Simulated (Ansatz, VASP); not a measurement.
Two plane-wave programs on PdPtC4N4

```xyz
10
Lattice="5.9086 0.0000 0.0000 0.0000 5.9086 0.0000 0.0000 0.0000 5.9086" Properties=species:S:1:pos:R:3 pbc="T T T"
Pd    2.9543    2.9543    2.9543
Pt    0.0000    0.0000    0.0000
C     1.1068    1.1068    1.1068
C     1.1068    4.8018    4.8018
C     4.8018    1.1068    4.8018
C     4.8018    4.8018    1.1068
N     1.7823    1.7823    1.7823
N     1.7823    4.1263    4.1263
N     4.1263    1.7823    4.1263
N     4.1263    4.1263    1.7823
```

Alike in both runs: task single point; functional PBE; k mesh 4 × 4 × 4; occupations gaussian, width 0.1 eV; no spin polarisation.

```csv
,VASP,Ansatz
version,VASP 6.6.1,Ansatz 0.2.0
potentials or method,"VASP PAW PBE potentials, release 64 (Pd_sv_GW, Pt_sv_GW, C, N), cutoff 600 eV","scalar-relativistic, plane waves, PAW"
valence electrons in the cell,72,72
```

VASP gave:

```
gap on the k mesh at the Fermi level (eV) : none
pressure (GPa)                            : 4.9
rms of the force components (eV/Å)        : 0.592
```

Q: Which values does Ansatz return?

A: gap on the k mesh at the Fermi level (eV): none; pressure (GPa): 4.9; rms of the force components (eV/Å): 0.438.

Atom by atom the forces differ by 0.180 eV/Å (rms over components). A gap of «none» marks a metal or a gap that the smearing closes. With one functional, cell and mesh, what is left measures potentials, basis and numerics.

Neither program's run includes spin-orbit coupling. Noted on VASP's run: the standard files for N, O and F lose accuracy on very short bonds.
